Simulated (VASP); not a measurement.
# La (P6_3/mmc) in VASP: further runs

The runs below take La through relaxation of cell and atoms, single point, with RPBE+D3(BJ), RPBE+D4, PBEsol.

All numbers are computed with VASP 6.6.1; they aren't measurements. Logs are shortened: lines on timing, memory, paths and dates and some standing lists are left out, and cuts for length are marked.

## Step 1: The cell of the first run

It takes space group P6_3/mmc (No. 194, hexagonal). Conventional cell: a = 3.750 Å, b = 3.750 Å, c = 6.070 Å, α = 90.00°, β = 90.00°, γ = 120.00°. Within 4.9 Å of La (site symmetry -6m2) lie 12 La at 3.73 to 3.75 Å.

## Step 2: Relaxation of cell and atoms, RPBE+D3(BJ)

File INCAR:

```
PREC     = Accurate       # precision mode
ENCUT    = 600            # plane-wave cutoff, eV
EDIFF    = 1E-6           # SCF threshold, eV
ISMEAR   = -1             # smearing method
SIGMA    = 0.05           # smearing width, eV
LREAL    = False          # projectors in reciprocal space
LASPH    = True           # aspherical terms in the spheres
NELM     = 100            # most SCF steps
ALGO     = Normal         # electronic algorithm
ISIF     = 3              # what is computed and relaxed
LWAVE    = False          # write WAVECAR
LCHARG   = False          # write CHGCAR
GGA      = RP             # functional
IVDW     = 12             # dispersion correction
IBRION   = 2              # ionic algorithm
NSW      = 80             # ionic steps
EDIFFG   = -0.005         # ionic threshold
```

File KPOINTS:

```
regular mesh
0
Gamma
  8 8 5
```

File POSCAR:

```
La
1.0
    3.7500000000      0.0000000000      0.0000000000
   -1.8750000000      3.2475952642      0.0000000000
    0.0000000000      0.0000000000      6.0700000000
La
2
Direct
    0.6666666667      0.3333333333      0.7500000000
    0.3333333333      0.6666666667      0.2500000000
```

Potentials or basis: VASP PAW PBE potentials, release 64 (La).

Launch:

```bash
> cat potpaw_PBE.64/La/POTCAR > POTCAR
> mpirun -np 1 vasp_std > vasp.out
```

OUTCAR:

```text
PREC = Accurate
   ENCUT = 600
   EDIFF = 1E-6
   ISMEAR = -1
   LREAL = False
   LASPH = True
   NELM = 100
   ISIF = 3
   GGA = RP
   IVDW = 12
   IBRION = 2
   NSW = 80
   EDIFFG = -0.005
 IVDW          = 12

 ion  position               nearest neighbor table
   1  0.667  0.333  0.750-
   2  0.333  0.667  0.250-

  LATTYP: Found a hexagonal cell.
 ALAT       =     3.7500000000
 C/A-ratio  =     1.6186666667

  Lattice vectors:

 A1 = (   3.7500000000,   0.0000000000,   0.0000000000)
 A2 = (  -1.8750000000,   3.2475952642,   0.0000000000)
 A3 = (   0.0000000000,   0.0000000000,   6.0700000000)

Analysis of symmetry for initial positions (statically):
=====================================================================
 Subroutine PRICEL returns:
 Original cell was already a primitive cell.

 Routine SETGRP: Setting up the symmetry group for a
 hexagonal supercell.

 Subroutine GETGRP returns: Found 24 space group operations
 (whereof 12 operations were pure point group operations)
 out of a pool of 24 trial point group operations.

The static configuration has the point symmetry D_3d.
 The point group associated with its full space group is D_6h.

Analysis of symmetry for dynamics (positions and initial velocities):
=====================================================================
 Subroutine PRICEL returns:
 Original cell was already a primitive cell.

 Routine SETGRP: Setting up the symmetry group for a
 hexagonal supercell.

 Subroutine GETGRP returns: Found 24 space group operations
 (whereof 12 operations were pure point group operations)
 out of a pool of 24 trial point group operations.

The dynamic configuration has the point symmetry D_3d.
 The point group associated with its full space group is D_6h.

 Subroutine INISYM returns: Found 24 space group operations
 (whereof 12 operations are pure point group operations),
 and found     1 'primitive' translations

----------------------------------------------------------------------------------------

                                     Primitive cell

  volume of cell :      73.9234

  direct lattice vectors                    reciprocal lattice vectors
     3.750000000  0.000000000  0.000000000     0.266666667  0.153960072  0.000000000
    -1.875000000  3.247595264  0.000000000     0.000000000  0.307920144  0.000000000
     0.000000000  0.000000000  6.070000000     0.000000000  0.000000000  0.164744646

  length of vectors
     3.750000000  3.750000000  6.070000000     0.307920144  0.307920144  0.164744646

[... 86 lines left out ...]
   ISIF   =      3    stress and relaxation
   ISYM   =      2    0-nonsym 1-usesym 2-fastsym
   POTIM  = 0.5000    time-step for ionic-motion
   TEBEG  =    0.0;   TEEND  =   0.0 temperature during run
   PSTRESS=    0.0 pullay stress
   NELECT =      22.0000    total number of electrons
   NUPDOWN=      -1.0000    fix difference up-down
   EMIN   =  10.00;   EMAX   =-10.00  energy-range for DOS
   EFERMI =   0.00;   METHOD = LEGACY
   ISMEAR =    -1;   SIGMA  =   0.05  broadening in eV -4-tet -1-fermi 0-gaus
   EFERMI_NEDOS =   21; number of points for ismear=-14 and -15
   IALGO  =     38    algorithm
   IMIX   =      4    mixing-type and parameters
     AMIX     =   0.40;   BMIX     =  1.00
     AMIX_MAG =   1.60;   BMIX_MAG =  1.00
  volume/ion in A,a.u.               =      36.96       249.43
  Fermi-wavevector in a.u.,A,eV,Ry     =   1.093004  2.065478 16.254307  1.194658
  Thomas-Fermi vector in A             =   2.229281
   LORBIT       =      0    0 simple, 1 ext, 2 COOP (PROOUT), +10 PAW based schemes
   GGA     = RP    functional components
   LHFCALC =     F    Hartree Fock is set to
   AEXX    =    0.0000 exact exchange contribution
   IVDW    =    12    specifies the selected vdW correction
   LEPSILON=     F    determine dielectric tensor
   LRPA    =     F    only Hartree local field effects (RPA)
 conjugate gradient relaxation of ions
 non-spin polarized calculation
  energy-cutoff  :      600.00
  volume of cell :       73.92
 maximum number of plane-waves:      2503
 NGX is ok and might be reduce to    30
   NGX = 15   NGY = 15   NGZ = 25

--------------------------------------- Ionic step        1  -------------------------------------------

 number of electron      21.9999997 magnetization

 Free energy of the ion-electron system (eV)
  ---------------------------------------------------
  ext. energy  EPLUGINS =         0.00000000
  ---------------------------------------------------
  free energy    TOTEN  =        -9.02008083 eV

  energy without entropy =       -8.98389667  energy(sigma->0) =       -9.00198875

 E-fermi :   7.9907     XC(G=0):  -9.4978

 val. band max:        7.9686757102   @ k =   0.1250   0.1250   0.0000
 cond. band min:       8.0076362416   @ k =   0.2500   0.0000   0.0000
 fundamental gap:      0.0389605314
 Fermi energy:         7.9906634622

 k-point     1 :       0.0000    0.0000    0.0000
  band No.  band energies     occupation
      1     -24.8843      2.00000
      2     -24.6792      2.00000
      3      -9.2850      2.00000
      4      -8.0821      2.00000
      5      -8.0821      2.00000
      6      -7.8968      2.00000
      7      -7.8968      2.00000
      8      -7.8723      2.00000
      9       4.8353      2.00000
     10       6.2473      2.00000
     11       9.0954      0.00000
     12       9.3275      0.00000
     13       9.3275      0.00000
     14       9.5254      0.00000
[... 532 lines left out ...]
  FREE ENERGIE OF THE ION-ELECTRON SYSTEM (eV)
  ---------------------------------------------------
  free  energy   TOTEN  =       -19.6551943893 eV

  energy  without entropy=      -19.6343897160  energy(sigma->0) =      -19.64479205

[... ionic steps 4 to 18 ...]

--------------------------------------- Ionic step       19  -------------------------------------------

 number of electron      21.9999999 magnetization

------------------------ aborting loop because EDIFF is reached ----------------------------------------
[... 79 lines left out ...]
--------------------------------------- Ionic step       21  -------------------------------------------

 number of electron      21.9999999 magnetization

 Free energy of the ion-electron system (eV)
  ---------------------------------------------------
  ext. energy  EPLUGINS =         0.00000000
  ---------------------------------------------------
  free energy    TOTEN  =        -4.90095112 eV

  energy without entropy =       -4.87650246  energy(sigma->0) =       -4.88872679

 E-fermi :  17.3462     XC(G=0): -12.7840

 val. band max:       17.3295760145   @ k =   0.2500   0.1250   0.0000
 cond. band min:      17.3488068981   @ k =   0.1250   0.0000   0.2000
 fundamental gap:      0.0192308835
 Fermi energy:        17.3462015622

 k-point     1 :       0.0000    0.0000    0.0000
  band No.  band energies     occupation
      1     -16.7352      2.00000
      2     -14.8871      2.00000
      3      -2.9457      2.00000
      4       3.7732      2.00000
      5       3.7732      2.00000
      6       4.2102      2.00000
      7       4.6393      2.00000
      8       4.6393      2.00000
      9      15.2086      2.00000
     10      17.3776      0.69618
     11      17.4559      0.20064
     12      18.7811      0.00000
     13      18.8190      0.00000
     14      18.8190      0.00000
[... 450 lines left out ...]
  FREE ENERGIE OF THE ION-ELECTRON SYSTEM (eV)
  ---------------------------------------------------
  free  energy   TOTEN  =       -19.7116898135 eV

  energy  without entropy=      -19.6872411468  energy(sigma->0) =      -19.69946548

 reached required accuracy - stopping structural energy minimisation
```

It took 4.4 min on 1 thread of Intel Xeon 6975P-C (Granite Rapids), shared host; peak memory 0.26 GiB.

What came out:

```yaml
Free_energy: -19.7117 eV
Relaxed_volume: 18.40 Å³/atom
Relaxed_cell: a = 2.928 Å, b = 2.928 Å, c = 4.957 Å, α = 90.00°, β = 90.00°, γ = 120.00°
Space_group_after_relaxing_to_0.1_Å: P6_3/mmc (No. 194)
Energy_gained_by_relaxing: 2005.9 meV/atom
Ionic_steps: 21
Pressure_after_relaxing: 0.0 GPa
Band_gap_on_the_k_mesh: zero (bands 11 and 12 overlap by 2.91 eV)
Dispersion_energy_per_atom: -7.405 eV
```

Step by step:
```tsv
step	energy change (eV)	largest force (eV/Å)	pressure (GPa)	volume (Å³)
1	0.0000	0.0000	-19.46	73.92
2	-3.9204	0.0000	7.43	35.54
3	-3.9554	0.0000	-1.64	37.63
4	-3.9571	0.0000	0.48	37.06
5	-3.9836	0.0000	2.64	36.17
6	-4.0110	0.0000	0.93	36.56
7	-4.0110	0.0000	0.95	36.54
8	-4.0110	0.0000	0.97	36.53
9	-4.0111	0.0000	-0.97	37.07
10	-4.0119	0.0000	-0.05	36.81
11	-4.0119	0.0000	-0.02	36.80
12	-4.0119	0.0000	-0.01	36.79
13	-4.0116	0.0000	0.60	36.66
14	-4.0119	0.0000	0.20	36.78
15	-4.0118	0.0000	0.19	36.83
16	-4.0119	0.0000	-0.05	36.81
17	-4.0119	0.0000	0.08	36.80
18	-4.0119	0.0000	0.07	36.81
19	-4.0119	0.0000	-0.04	36.81
20	-4.0119	0.0000	-0.02	36.80
21	-4.0119	0.0000	-0.01	36.80
```

Final structure:
```xyz
2
Lattice="2.9280 0.0000 0.0000 -1.4640 2.5357 0.0000 0.0000 0.0000 4.9572" Properties=species:S:1:pos:R:3 pbc="T T T"
La    1.4640    0.8452    3.7179
La    0.0000    1.6905    1.2393
```

Levels at points of the mesh, in eV from the Fermi level:
```csv
k point,band 8,band 9,band 10,band 11,band 12,band 13,band 14,band 15
"(0.00, 0.00, 0.00)",-12.71,-2.14,0.03,0.11,1.43,1.47,1.47,1.76
"(0.50, 0.00, 0.00)",-13.89,-4.27,-2.86,-1.38,1.28,1.38,2.01,2.69
```

Caveat: the volume moved by over 15 % at a fixed basis, so the end points are rough; the dispersion term is far too large for a dense solid, which distorts pressure and volume; the PAW data sets were made with another functional, which shifts forces and pressure a little; spin-orbit coupling is left out, which moves the levels of the heavy elements.

## Step 3: Relaxation of cell and atoms, RPBE+D4

File INCAR:

```
SYSTEM = La
PREC = Accurate ; ENCUT = 600
EDIFF = 1E-7 ; ISMEAR = -1
SIGMA = 0.05 ; LREAL = .False.
LASPH = .True. ; NELM = 100
ALGO = Normal ; ISIF = 3
LWAVE = .False. ; LCHARG = .False.
GGA = RP ; IVDW = 13
IBRION = 2 ; NSW = 80
EDIFFG = -0.005
```

File KPOINTS:

```
regular mesh
0
Gamma
  8 8 5
  0 0 0
```

POSCAR is that of step 2.

Potentials or basis: VASP PAW PBE potentials, release 64 (La).

Launch:

```bash
> cat potpaw_PBE.64/La/POTCAR > POTCAR
> mpirun -np 1 vasp_std > vasp.out
```

OUTCAR:

```text
SYSTEM = La
   PREC = Accurate
   ENCUT = 600
   EDIFF = 1E-7
   ISMEAR = -1
   LREAL = .False.
   LASPH = .True.
   NELM = 100
   ISIF = 3
   GGA = RP
   IVDW = 13
   IBRION = 2
   NSW = 80
   EDIFFG = -0.005

 ion  position               nearest neighbor table
   1  0.667  0.333  0.750-
   2  0.333  0.667  0.250-

  LATTYP: Found a hexagonal cell.
 ALAT       =     3.7500000000
 C/A-ratio  =     1.6186666667

  Lattice vectors:

 A1 = (   3.7500000000,   0.0000000000,   0.0000000000)
 A2 = (  -1.8750000000,   3.2475952642,   0.0000000000)
 A3 = (   0.0000000000,   0.0000000000,   6.0700000000)

Analysis of symmetry for initial positions (statically):
=====================================================================
 Subroutine PRICEL returns:
 Original cell was already a primitive cell.

 Routine SETGRP: Setting up the symmetry group for a
 hexagonal supercell.

[... 376 lines left out ...]

  energy without entropy =       -8.99522148  energy(sigma->0) =       -9.01261587

 E-fermi :   7.8996     XC(G=0):  -9.4568

 val. band max:        7.8885315445   @ k =   0.2500   0.2500   0.2000
 cond. band min:       7.9086812453   @ k =   0.3750  -0.0000   0.4000
 fundamental gap:      0.0201497008
 Fermi energy:         7.8995744164

 k-point     1 :       0.0000    0.0000    0.0000
  band No.  band energies     occupation
      1     -24.9951      2.00000
      2     -24.7857      2.00000
      3      -9.3933      2.00000
      4      -8.2318      2.00000
      5      -8.2318      2.00000
      6      -8.0364      2.00000
      7      -8.0364      2.00000
      8      -7.9803      2.00000
      9       4.7335      2.00000
     10       6.1485      2.00000
     11       9.0335      0.00000
     12       9.1894      0.00000
     13       9.1894      0.00000
     14       9.4211      0.00000
[... 401 lines left out ...]
      2     -24.7769      2.00000
      3      -9.2214      2.00000
      4      -9.1274      2.00000
      5      -8.4584      2.00000
      6      -8.3800      2.00000
      7      -8.2791      2.00000
      8      -8.2770      2.00000
      9       6.2626      2.00000
     10       6.6079      2.00000
     11       7.5297      1.99878
     12       7.9087      0.90918
     13       9.1998      0.00000
     14       9.4432      0.00000
     15       9.5170      0.00000

 [... further k-points ...]

------------------------ aborting loop because EDIFF is reached ----------------------------------------

  DFT-D4 for vdW energy calculation

  Edisp (eV):   -0.84709
[... 25 lines left out ...]
  FREE ENERGIE OF THE ION-ELECTRON SYSTEM (eV)
  ---------------------------------------------------
  free  energy   TOTEN  =        -9.8770985971 eV

  energy  without entropy=       -9.8423098142  energy(sigma->0) =       -9.85970421

 reached required accuracy - stopping structural energy minimisation
```

OSZICAR:

```text
N       E                     dE             d eps       ncg     rms          rms(c)
DAV:   1     0.262496802592E+03    0.26250E+03   -0.88329E+03   900   0.223E+03
DAV:   2     0.334010112158E+02   -0.22910E+03   -0.22728E+03  1380   0.350E+02
DAV:   3    -0.448881780997E+01   -0.37890E+02   -0.37505E+02  1504   0.167E+02
[... 60 lines left out ...]
DAV:   3    -0.903000293975E+01    0.34673E-03   -0.20180E-03  1744   0.564E-01    0.246E-02
DAV:   4    -0.903000441816E+01   -0.14784E-05   -0.93556E-05  1577   0.926E-02    0.152E-02
DAV:   5    -0.903000905679E+01   -0.46386E-05   -0.72756E-06  1680   0.380E-02    0.514E-03
DAV:   6    -0.903001018281E+01   -0.11260E-05   -0.13748E-06  1560   0.132E-02    0.110E-03
DAV:   7    -0.903001026210E+01   -0.79281E-07   -0.95786E-08  1061   0.458E-03
   6 F= -.98770986E+01 E0= -.98597042E+01  d E =-.346209E-03
```

CONTCAR:

```text
La
   1.00000000000000
     3.7828507732348426    0.0000000000000000   -0.0000000000000000
    -1.8914253866174213    3.2760448683555556    0.0000000000000000
     0.0000000000000000   -0.0000000000000000    6.0248463596904243
  La
     2
Direct
     0.6666666667000030    0.3333333332999970    0.7500000000000000
     0.3333333332999970    0.6666666667000030    0.2500000000000000

  0.00000000E+00  0.00000000E+00  0.00000000E+00
  0.00000000E+00  0.00000000E+00  0.00000000E+00
```

Run time: 1.9 min. Hardware: 1 thread of Intel Xeon 6975P-C (Granite Rapids), shared host; peak memory 0.23 GiB.

What came out:

```yaml
Free_energy: -9.8771 eV
Relaxed_volume: 37.33 Å³/atom
Relaxed_cell: a = 3.783 Å, b = 3.783 Å, c = 6.025 Å, α = 90.00°, β = 90.00°, γ = 120.00°
Space_group_after_relaxing_to_0.1_Å: P6_3/mmc (No. 194)
Energy_gained_by_relaxing: 0.8 meV/atom
Ionic_steps: 6
Pressure_after_relaxing: 0.0 GPa
Band_gap_on_the_k_mesh: zero (bands 11 and 12 overlap by 1.28 eV)
Dispersion_energy_per_atom: -0.424 eV
```

The path:
```
step  energy change (eV)  largest force (eV/Å)  pressure (GPa)  volume (Å³)
   1              0.0000                0.0000            0.22        73.92
   2             -0.0009                0.0000            0.05        74.46
   3             -0.0012                0.0000           -0.13        75.03
   4             -0.0012                0.0000           -0.09        74.90
   5             -0.0014                0.0000           -0.05        74.78
   6             -0.0015                0.0000            0.00        74.66
```

Final structure:
```yaml
crystal:
  lattice:
    - [3.78285, 0.00000, 0.00000]
    - [-1.89143, 3.27604, 0.00000]
    - [0.00000, 0.00000, 6.02485]
  atoms:
    - { symbol: La, position: [0.66667, 0.33333, 0.75000] }
    - { symbol: La, position: [0.33333, 0.66667, 0.25000] }
```

Caveat: the PAW data sets were made with another functional, which shifts forces and pressure a little; spin-orbit coupling is left out, which moves the levels of the heavy elements. Zero-point motion and thermal expansion aren't in these numbers.

## Step 4: Single point, PBEsol

This run uses another cell than the first one, of 20.71 Å³/atom.

File INCAR:

```
SYSTEM = La
PREC = Accurate
ENCUT = 520
EDIFF = 1E-6
ISMEAR = -1
SIGMA = 0.05
LREAL = .FALSE.
LASPH = .TRUE.
NELM = 60
ALGO = Normal
ISIF = 2
LWAVE = .FALSE.
LCHARG = .FALSE.
GGA = PS
NBANDS = 18
```

File KPOINTS:

```
Automatic mesh
0
G
  8 8 5
  0 0 0
```

File POSCAR:

```
La
1.0
    3.0327720222      0.0000000000      0.0000000000
   -1.5163860111      2.6264576151      0.0000000000
    0.0000000000      0.0000000000      5.2009076500
La
2
Direct
    0.6666666667      0.3333333333      0.7500000000
    0.3333333333      0.6666666667      0.2500000000
```

Launch:

```bash
> cat potpaw_PBE.64/La/POTCAR > POTCAR
> mpirun -np 1 vasp_std > vasp.out
```

It took 20 s on 1 thread of Intel Xeon Platinum 8488C (Sapphire Rapids), shared host; peak memory 0.17 GiB.

It converged, with:

```yaml
Free_energy: -8.9128 eV
Pressure: 30.4 GPa
Band_gap_on_the_k_mesh: zero (bands 11 and 12 overlap by 2.52 eV)
```

Stress tensor (GPa, compression positive):
```
30.41  0.00  0.00
 0.00 30.41  0.00
 0.00  0.00 30.33
```

Levels at points of the mesh, in eV from the Fermi level:
| k point | band 7 | band 8 | band 9 | band 10 | band 11 | band 12 | band 13 | band 14 | band 15 | band 16 |
| --- | --- | --- | --- | --- | --- | --- | --- | --- | --- | --- |
| (0.00, 0.00, 0.00) | -13.25 | -13.25 | -2.06 | -1.18 | 0.33 | 1.58 | 1.58 | 1.63 | 1.78 | 1.96 |
| (0.50, 0.00, 0.00) | -15.12 | -14.22 | -3.63 | -2.63 | -1.47 | 1.45 | 1.59 | 1.95 | 2.19 | 2.65 |

Caveat: the cell stands under pressure; the PAW data sets were made with another functional, which shifts forces and pressure a little; spin-orbit coupling is left out, which moves the levels of the heavy elements.

## Step 5: Overview

```tsv
task	level	cell	cutoff (eV)	gap on the mesh (eV)	pressure (GPa)	relaxed volume (Å³/atom)
relaxation of cell and atoms	RPBE+D3(BJ)	relaxed from a = 3.750, b = 3.750, c = 6.070 Å, angles 90.0, 90.0, 120.0°, 2 atoms	600	none	0.0	18.40
relaxation of cell and atoms	RPBE+D4	relaxed from a = 3.750, b = 3.750, c = 6.070 Å, angles 90.0, 90.0, 120.0°, 2 atoms	600	none	0.0	37.33
single point	PBEsol	a = 3.033, b = 3.033, c = 5.201 Å, angles 90.0, 90.0, 120.0°, 2 atoms	520	none	30.4	-
```

Alike in all rows: potentials or basis VASP PAW PBE potentials, release 64 (La); no spin polarisation; k mesh 8 × 8 × 5; smearing fermi-dirac 0.05 eV.

Caveats: the PAW data sets were made with another functional, which shifts forces and pressure a little; spin-orbit coupling is left out, which moves the levels of the heavy elements; the volume moved by over 15 % at a fixed basis, so the end points are rough (at least some runs); the dispersion term is far too large for a dense solid, which distorts pressure and volume (at least some runs); the cell stands under pressure (at least some runs).

Total energies depend on the potentials used, so only differences within one code and one set of settings carry meaning.

The gap in the log of VASP goes by the Fermi energy; the results here count the filled bands.